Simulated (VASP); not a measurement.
A run of VASP 6.6.1:

INCAR

```
SYSTEM = Ga2S5
PREC = Accurate
ENCUT = 520
EDIFF = 1E-6
ISMEAR = 0
SIGMA = 0.1
LREAL = .FALSE.
LASPH = .TRUE.
NELM = 60
ALGO = Normal
ISIF = 2
LWAVE = .FALSE.
LCHARG = .FALSE.
GGA = PE
NBANDS = 37
```

File KPOINTS:

```
regular mesh
0
G
  3 3 4
  0 0 0
```

POSCAR

```
Ga2S5
1.0
    6.8969246500      0.0000000000      0.0000000000
   -3.4484623300      5.9729119600      0.0000000000
    0.0000000000      0.0000000000      4.1504672900
Ga S
2 5
Direct
    0.3333333300      0.6666666700      0.5000000000
    0.6666666700      0.3333333300      0.5000000000
    0.3333333300      0.6666666700      0.0843278500
    0.0000000000      0.5000000000      0.5000000000
    0.5000000000      0.5000000000      0.5000000000
    0.5000000000      0.0000000000      0.5000000000
    0.6666666700      0.3333333300      0.9156721500
```

Potentials or basis: VASP PAW PBE potentials, release 64 (Ga_d, S).

Run with:

```console
$ cat potpaw_PBE.64/Ga_d/POTCAR potpaw_PBE.64/S/POTCAR > POTCAR
$ mpirun -np 1 vasp_std > vasp.out
```

Hardware: 1 thread of Intel(R) Xeon(R) 6975P-C (Granite Rapids) (shared host).

**Question.** How long does it take, and how much memory?

**Answer.** Wall time 44 s on 1 thread of Intel(R) Xeon(R) 6975P-C (Granite Rapids), with other jobs on the host, peak memory 0.3 GiB. Counts: scf iterations 18, k points 10.
